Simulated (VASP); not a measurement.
# ZrSe2 (P-3m1) in VASP: single point with r2SCAN0

Aim: the single point of ZrSe2 with r2SCAN0.

Program: VASP 6.6.1. These are calculated values, not measurements. Logs are shortened: lines on timing, memory, paths and dates and some standing lists are left out, and cuts for length are marked.

## 1. The cell of the first run

It takes space group P-3m1 (No. 164, trigonal). Conventional cell: a = 3.788 Å, b = 3.788 Å, c = 6.180 Å, α = 90.00°, β = 90.00°, γ = 120.00°. Zr (site symmetry -3m) has 6 Se at 2.69 Å within 3.5 Å. Within 3.5 Å of Se (site symmetry 3m) lie 3 Zr at 2.69 Å.

## 2. Single point, r2SCAN0

Contents of POSCAR:

```
ZrSe2
1.0
    3.7881125951      0.0000000000      0.0000000000
   -1.8940562976      3.2806017397      0.0000000000
    0.0000000000      0.0000000000      6.1800473385
Zr Se
1 2
Direct
    0.0000000000      0.0000000000      0.0000000000
    0.3333333333      0.6666666667      0.2538106342
    0.6666666667      0.3333333333      0.7461893658
```

Contents of INCAR.step1:

```
SYSTEM = ZrSe2
PREC = Accurate ; ENCUT = 440
EDIFF = 1E-5 ; ISMEAR = 0
SIGMA = 0.01 ; LREAL = .FALSE.
LASPH = .TRUE. ; NELM = 120
ALGO = Normal ; ISIF = 2
LWAVE = .TRUE. ; LCHARG = .FALSE.
GGA = PE ; NBANDS = 19
GGA_COMPAT = .FALSE. ; KPAR = 4
```

Contents of INCAR.step2:

```
SYSTEM = ZrSe2
PREC = Accurate ; ENCUT = 440
EDIFF = 1E-6 ; ISMEAR = 0
SIGMA = 0.01 ; LREAL = .FALSE.
LASPH = .TRUE. ; NELM = 120
ALGO = Normal ; ISIF = 2
LWAVE = .FALSE. ; LCHARG = .FALSE.
METAGGA = R2SCAN ; LHFCALC = .TRUE.
AEXX = 0.25 ; LMIXTAU = .TRUE.
PRECFOCK = Normal ; ISTART = 1
NBANDS = 19 ; GGA_COMPAT = .FALSE.
KPAR = 4
```

Contents of KPOINTS:

```
Automatic mesh
0
G
  6 6 4
  0 0 0
```

Potentials or basis: VASP PAW PBE potentials, release 64 (Zr_sv, Se).

Command:

```console
$ cat potpaw_PBE.64/Zr_sv/POTCAR potpaw_PBE.64/Se/POTCAR > POTCAR
$ cp INCAR.step1 INCAR
$ mpirun -np 4 vasp_std > vasp.out
$ cp INCAR.step2 INCAR
$ mpirun -np 4 vasp_std > vasp.out
```

OUTCAR:

```text
SYSTEM = ZrSe2
   PREC = Accurate
   ENCUT = 440
   EDIFF = 1E-6
   ISMEAR = 0
   LREAL = .FALSE.
   LASPH = .TRUE.
   NELM = 120
   ISIF = 2
   METAGGA = R2SCAN
   LHFCALC = .TRUE.
   AEXX = 0.25
   PRECFOCK = Normal
   ISTART = 1

 ion  position               nearest neighbor table
   1  0.000  0.000  0.000-   2 2.69   3 2.69   2 2.69   3 2.69   3 2.69   2 2.69
   2  0.333  0.667  0.254-   1 2.69   1 2.69   1 2.69
   3  0.667  0.333  0.746-   1 2.69   1 2.69   1 2.69

  LATTYP: Found a hexagonal cell.
 ALAT       =     3.7881125951
 C/A-ratio  =     1.6314317971

  Lattice vectors:

 A1 = (   3.7881125951,   0.0000000000,   0.0000000000)
 A2 = (  -1.8940562976,   3.2806017397,   0.0000000000)
 A3 = (   0.0000000000,   0.0000000000,   6.1800473385)

Analysis of symmetry for initial positions (statically):
=====================================================================
 Subroutine PRICEL returns:
 Original cell was already a primitive cell.

 Routine SETGRP: Setting up the symmetry group for a
 hexagonal supercell.

 Subroutine GETGRP returns: Found 12 space group operations
 (whereof 12 operations were pure point group operations)
 out of a pool of 24 trial point group operations.

The static configuration has the point symmetry D_3d.

Analysis of symmetry for dynamics (positions and initial velocities):
=====================================================================
 Subroutine PRICEL returns:
 Original cell was already a primitive cell.

 Routine SETGRP: Setting up the symmetry group for a
 hexagonal supercell.

 Subroutine GETGRP returns: Found 12 space group operations
 (whereof 12 operations were pure point group operations)
 out of a pool of 24 trial point group operations.

The dynamic configuration has the point symmetry D_3d.

 Subroutine INISYM returns: Found 12 space group operations
 (whereof 12 operations are pure point group operations),
 and found     1 'primitive' translations

----------------------------------------------------------------------------------------

                                     Primitive cell

  volume of cell :      76.8012

  direct lattice vectors                    reciprocal lattice vectors
     3.788112595  0.000000000  0.000000000     0.263983706  0.152411063  0.000000000
    -1.894056298  3.280601740  0.000000000     0.000000000  0.304822127  0.000000000
     0.000000000  0.000000000  6.180047338     0.000000000  0.000000000  0.161811058

  length of vectors
     3.788112595  3.788112595  6.180047338     0.304822127  0.304822127  0.161811058

  position of ions in fractional coordinates (direct lattice)
     0.000000000  0.000000000  0.000000000
     0.333333333  0.666666667  0.253810634
     0.666666667  0.333333333  0.746189366

  ion indices of the primitive-cell ions
   primitive index   ion index
                 1           1
                 2           2
                 3           3

----------------------------------------------------------------------------------------

 KPOINTS: Automatic mesh

Automatic generation of k-mesh.
 Grid dimensions read from file:
 generate k-points for:    6    6    4

 Generating k-lattice:

  Cartesian coordinates                     Fractional coordinates (reciprocal lattice)
     0.043997284  0.025401844  0.000000000     0.166666667  0.000000000  0.000000000
     0.000000000  0.050803688  0.000000000     0.000000000  0.166666667  0.000000000
     0.000000000  0.000000000  0.040452765     0.000000000  0.000000000  0.250000000

  Length of vectors
     0.050803688  0.050803688  0.040452765

  Shift w.r.t. Gamma in fractional coordinates (k-lattice)
     0.000000000  0.000000000  0.000000000

 Subroutine IBZKPT returns following result:
 ===========================================

 Found     24 irreducible k-points:

 Following reciprocal coordinates:
            Coordinates               Weight
  0.000000  0.000000  0.000000      1.000000
  0.166667  0.000000  0.000000      6.000000
  0.333333  0.000000  0.000000      6.000000
  0.500000  0.000000  0.000000      3.000000
  0.166667  0.166667  0.000000      6.000000
  0.333333  0.166667  0.000000     12.000000
[... 16 lines left out ...]
  0.333333  0.166667  0.500000     12.000000
  0.333333  0.333333  0.500000      2.000000
   k-points           NKPTS =     24   k-points in BZ     NKDIM =    144   number of bands    NBANDS=     19
   number of dos      NEDOS =    301   number of ions     NIONS =      3
   total plane-waves  NPLWV =  32928
   dimension x,y,z NGX =    28 NGY =   28 NGZ =   42
   dimension x,y,z NGXF=    56 NGYF=   56 NGZF=   84
   ions per type =               1   2
   NGX,Y,Z   is equivalent  to a cutoff of  12.29, 12.29, 11.30 a.u.
   NGXF,Y,Z  is equivalent  to a cutoff of  24.58, 24.58, 22.60 a.u.
 SYSTEM =  ZrSe2
   PREC   = accura    normal or accurate (medium, high low for compatibility)
   ISTART =      1    job   : 0-new  1-cont  2-samecut
   ICHARG =      0    charge: 1-file 2-atom 10-const
   ISPIN  =      1    spin polarized calculation?
   LNONCOLLINEAR =      F non collinear calculations
   LSORBIT =      F    spin-orbit coupling
   LASPH  =      T    aspherical Exc in radial PAW
   ENCUT  =  440.0 eV  32.34 Ry    5.69 a.u.   6.48  6.48 10.57*2*pi/ulx,y,z
   NELM   =    120;   NELMIN=  2; NELMDL=  0     # of ELM steps
   EDIFF  = 0.1E-05   stopping-criterion for ELM
   LREAL  =      F    real-space projection
   EDIFFG = 0.1E-04   stopping-criterion for IOM
   NSW    =      0    number of steps for IOM
   IBRION =     -1    ionic relax: 0-MD 1-quasi-New 2-CG
   NFREE  =      0    steps in history (QN), initial steepest desc. (CG)
   ISIF   =      2    stress and relaxation
   ISYM   =      3    0-nonsym 1-usesym 2-fastsym
   POTIM  = 0.5000    time-step for ionic-motion
   TEBEG  =    0.0;   TEEND  =   0.0 temperature during run
   PSTRESS=    0.0 pullay stress
   NELECT =      24.0000    total number of electrons
   NUPDOWN=      -1.0000    fix difference up-down
   EMIN   =  10.00;   EMAX   =-10.00  energy-range for DOS
   EFERMI =   0.00;   METHOD = LEGACY
   ISMEAR =     0;   SIGMA  =   0.01  broadening in eV -4-tet -1-fermi 0-gaus
   EFERMI_NEDOS =   21; number of points for ismear=-14 and -15
   IALGO  =     38    algorithm
   IMIX   =      1    mixing-type and parameters
     AMIX     =   0.40;   BMIX     =  1.00
     AMIX_MAG =   1.60;   BMIX_MAG =  1.00
  volume/ion in A,a.u.               =      25.60       172.76
  Fermi-wavevector in a.u.,A,eV,Ry     =   1.110936  2.099365 16.792033  1.234180
  Thomas-Fermi vector in A             =   2.247494
   LORBIT       =      0    0 simple, 1 ext, 2 COOP (PROOUT), +10 PAW based schemes
   METAGGA = R2SCAN    functional components
   LHFCALC =     T    Hartree Fock is set to
   PRECFOCK=normal    Normal, Fast or Accurate (Low or Medium for compatibility)
   ENCUT4O =  -1.0   cutoff for four orbital integrals eV
   NKREDX  =     1    reduce k-point grid by
   NKREDY  =     1    reduce k-point grid by
   NKREDZ  =     1    reduce k-point grid by
   AEXX    =    0.2500 exact exchange contribution
   HFSCREEN=    0.0000 screening length (either q_TF or 0.3 A-1)
   HFSCREENC=   0.0000 screening length for correlation (either q_TF or 0.3 A-1)
   ENCUTFOCK=  -1.0 apply spherical cutoff to Coloumb kernel
   IVDW    =     0    specifies the selected vdW correction
   LEPSILON=     F    determine dielectric tensor
   LRPA    =     F    only Hartree local field effects (RPA)
 non-spin polarized calculation
 Gauss-broadening in eV      SIGMA  =   0.01
  energy-cutoff  :      440.00
  volume of cell :       76.80
 maximum number of plane-waves:      1641
 NGX is ok and might be reduce to    28
  NGX = 20; NGY = 20; NGZ = 32

 number of electron      24.0000000 magnetization

 Free energy of the ion-electron system (eV)
  ---------------------------------------------------
  ext. energy  EPLUGINS =         0.00000000
  ---------------------------------------------------
  free energy    TOTEN  =       -53.15867470 eV

  energy without entropy =      -53.15867470  energy(sigma->0) =      -53.15867470

 E-fermi :   3.4949     XC(G=0):  -7.8206

 val. band max:        3.4098029153   @ k =   0.0000   0.0000   0.0000
 cond. band min:       5.2716469955   @ k =   0.5000   0.0000   0.5000
 fundamental gap:      1.8618440802
 Fermi energy:         3.4948994585

 k-point     1 :       0.0000    0.0000    0.0000
  band No.  band energies     occupation
      1     -50.8830      2.00000
      2     -27.0369      2.00000
      3     -26.9022      2.00000
      4     -26.9022      2.00000
      5     -11.5361      2.00000
      6     -10.0656      2.00000
[... 11 lines left out ...]
     18      10.2070      0.00000
     19      10.3085      0.00000

 k-point     2 :       0.1667    0.0000    0.0000
  band No.  band energies     occupation
      1     -50.8793      2.00000
      2     -27.0242      2.00000
      3     -26.9600      2.00000
      4     -26.9149      2.00000
      5     -11.2555      2.00000
      6     -10.0945      2.00000
[... 11 lines left out ...]
     18      11.5419      0.00000
     19      12.1209      0.00000

 k-point     3 :       0.3333    0.0000    0.0000
  band No.  band energies     occupation
      1     -50.8718      2.00000
      2     -27.0746      2.00000
      3     -26.9974      2.00000
      4     -26.9399      2.00000
      5     -10.6428      2.00000
      6     -10.1348      2.00000
[... 11 lines left out ...]
     18      12.0751      0.00000
     19      12.6807      0.00000

 k-point     4 :       0.5000    0.0000    0.0000
  band No.  band energies     occupation
      1     -50.8680      2.00000
      2     -27.1305      2.00000
      3     -26.9843      2.00000
      4     -26.9522      2.00000
      5     -10.3745      2.00000
      6     -10.0655      2.00000
[... 11 lines left out ...]
     18      11.1819      0.00000
     19      12.7036      0.00000

 k-point     5 :       0.1667    0.1667    0.0000
  band No.  band energies     occupation
      1     -50.8737      2.00000
      2     -27.0348      2.00000
      3     -27.0050      2.00000
      4     -26.9445      2.00000
      5     -10.7968      2.00000
      6     -10.1348      2.00000
[... 11 lines left out ...]
     18      13.1130      0.00000
     19      13.6906      0.00000

 k-point     6 :       0.3333    0.1667    0.0000
  band No.  band energies     occupation
      1     -50.8680      2.00000
      2     -27.1006      2.00000
      3     -26.9871      2.00000
      4     -26.9806      2.00000
      5     -10.3167      2.00000
      6     -10.1265      2.00000
[... 11 lines left out ...]
     18      12.2281      0.00000
     19      12.9633      0.00000

 k-point     7 :       0.3333    0.3333    0.0000
  band No.  band energies     occupation
      1     -50.8662      2.00000
      2     -27.0590      2.00000
      3     -27.0590      2.00000
      4     -26.9791      2.00000
      5     -10.1310      2.00000
      6     -10.1310      2.00000
[... 11 lines left out ...]
     18      11.8033      0.00000
     19      14.4882      0.00000

 k-point     8 :       0.0000    0.0000    0.2500
  band No.  band energies     occupation
      1     -50.8830      2.00000
      2     -27.0370      2.00000
      3     -26.9022      2.00000
      4     -26.9022      2.00000
      5     -11.4050      2.00000
      6     -10.2686      2.00000
[... 256 lines left out ...]
 k-point    20 :       0.3333    0.0000    0.5000
  band No.  band energies     occupation
      1     -50.8718      2.00000
      2     -27.0745      2.00000
      3     -26.9973      2.00000
      4     -26.9400      2.00000
      5     -10.5389      2.00000
      6     -10.2437      2.00000
[... 11 lines left out ...]
     18      11.2500      0.00000
     19      12.0144      0.00000

 k-point    21 :       0.5000    0.0000    0.5000
  band No.  band energies     occupation
      1     -50.8680      2.00000
      2     -27.1302      2.00000
      3     -26.9841      2.00000
      4     -26.9524      2.00000
      5     -10.4896      2.00000
      6      -9.9237      2.00000
[... 11 lines left out ...]
     18      10.7292      0.00000
     19      11.7629      0.00000

 k-point    22 :       0.1667    0.1667    0.5000
  band No.  band energies     occupation
      1     -50.8737      2.00000
      2     -27.0348      2.00000
      3     -27.0050      2.00000
      4     -26.9446      2.00000
      5     -10.5312      2.00000
      6     -10.4282      2.00000
[... 11 lines left out ...]
     18      12.9154      0.00000
     19      13.2704      0.00000

 k-point    23 :       0.3333    0.1667    0.5000
  band No.  band energies     occupation
      1     -50.8681      2.00000
      2     -27.1003      2.00000
      3     -26.9871      2.00000
      4     -26.9805      2.00000
      5     -10.3742      2.00000
      6     -10.0604      2.00000
[... 11 lines left out ...]
     18      11.6095      0.00000
     19      12.5348      0.00000

 k-point    24 :       0.3333    0.3333    0.5000
  band No.  band energies     occupation
      1     -50.8662      2.00000
      2     -27.0587      2.00000
      3     -27.0587      2.00000
      4     -26.9790      2.00000
      5     -10.1337      2.00000
      6     -10.1337      2.00000
[... 11 lines left out ...]
     18      13.0007      0.00000
     19      13.0007      0.00000

------------------------ aborting loop because EDIFF is reached ----------------------------------------

  FORCE on cell =-STRESS in cart. coord.  units (eV):
  Direction    XX          YY          ZZ          XY          YZ          ZX
  --------------------------------------------------------------------------------------
  -------------------------------------------------------------------------------------
  Total        0.0616997      0.0616997     -0.1130115     -0.0000000      0.0000000     -0.0000000
  in kB        1.2871387      1.2871387     -2.3575718     -0.0000000      0.0000000     -0.0000000
  external PRESSURE =       0.0722352 kB  Pullay stress =       0.0000000 kB

 VOLUME and BASIS-vectors are now :
 -----------------------------------------------------------------------------
  energy-cutoff  :      440.00
  volume of cell :       76.80
      direct lattice vectors                 reciprocal lattice vectors
     3.788112595  0.000000000  0.000000000     0.263983706  0.152411063  0.000000000
    -1.894056298  3.280601740  0.000000000     0.000000000  0.304822127  0.000000000
     0.000000000  0.000000000  6.180047338     0.000000000  0.000000000  0.161811058

 POSITION                                       TOTAL-FORCE (eV/Angst)
 -----------------------------------------------------------------------------------
      0.00000      0.00000      0.00000        -0.000000      0.000000      0.000000
     -0.00000      2.18707      1.56856        -0.000000     -0.000000     -0.222067
      1.89406      1.09353      4.61149         0.000000      0.000000      0.222067
 -----------------------------------------------------------------------------------
    total drift:                                0.000000     -0.000000      0.000000

  FREE ENERGIE OF THE ION-ELECTRON SYSTEM (eV)
  ---------------------------------------------------
  free  energy   TOTEN  =       -53.1586746993 eV

  energy  without entropy=      -53.1586746993  energy(sigma->0) =      -53.15867470
```

Run time: 20 min. Hardware: 4 MPI ranks of Intel Xeon Platinum 8259CL at 2.50GHz (Skylake/Cascade Lake), shared host; peak memory 0.22 GiB.

What came out:

```
Free energy            : -53.1587 eV
Pressure               : 0.0 GPa
Largest force          : 0.222 eV/Å
Band gap on the k mesh : 1.86 eV (least direct gap 2.70 eV)
```

Forces on the atoms (eV/Å):
```
Zr   0.000  0.000  0.000
Se   0.000  0.000 -0.222
Se   0.000  0.000  0.222
```

Stress tensor (GPa, compression positive):
```
 0.13  0.00  0.00
 0.00  0.13  0.00
 0.00  0.00 -0.24
```

Caveat: the PAW data sets were made with another functional, which shifts forces and pressure a little. A k mesh can miss the band edges.
